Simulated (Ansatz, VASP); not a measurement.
# One calculation of P, two programs

```
CELL_PARAMETERS angstrom
1.67176 0.96519 3.33499
-1.67176 0.96519 3.33499
0.00000 -1.93038 3.33499
ATOMIC_POSITIONS crystal
P 0.22708 0.22708 0.22708
P 0.77292 0.77292 0.77292
```

Alike in both runs: task single point; functional LDA; k mesh 18 × 18 × 18; occupations gaussian, width 0.15 eV; no spin polarisation.

```csv
,VASP,Ansatz
version,VASP 6.6.1,Ansatz 0.2.0
potentials or method,"VASP PAW LDA potentials, release 64 (P), cutoff 520 eV","scalar-relativistic, plane waves, PAW"
valence electrons in the cell,10,10
```

|  | VASP | Ansatz | Ansatz less VASP |
| --- | --- | --- | --- |
| gap on the k mesh at the Fermi level (eV) | none | none | - |
| pressure (GPa) | -1.3 | -1.1 | +0.22 |
| traceless stress, the component that is largest in VASP (GPa) | -3.65 | -3.71 | -0.055 |
| rms of the force components (eV/Å) | 0.068 | 0.037 | -0.0311 |

LDA's correlation is that of Perdew and Zunger in VASP and of Perdew and Wang (1992) in Ansatz. Atom by atom the forces differ by 0.031 eV/Å (rms over components). A gap of «none» marks a metal or a gap that the smearing closes.
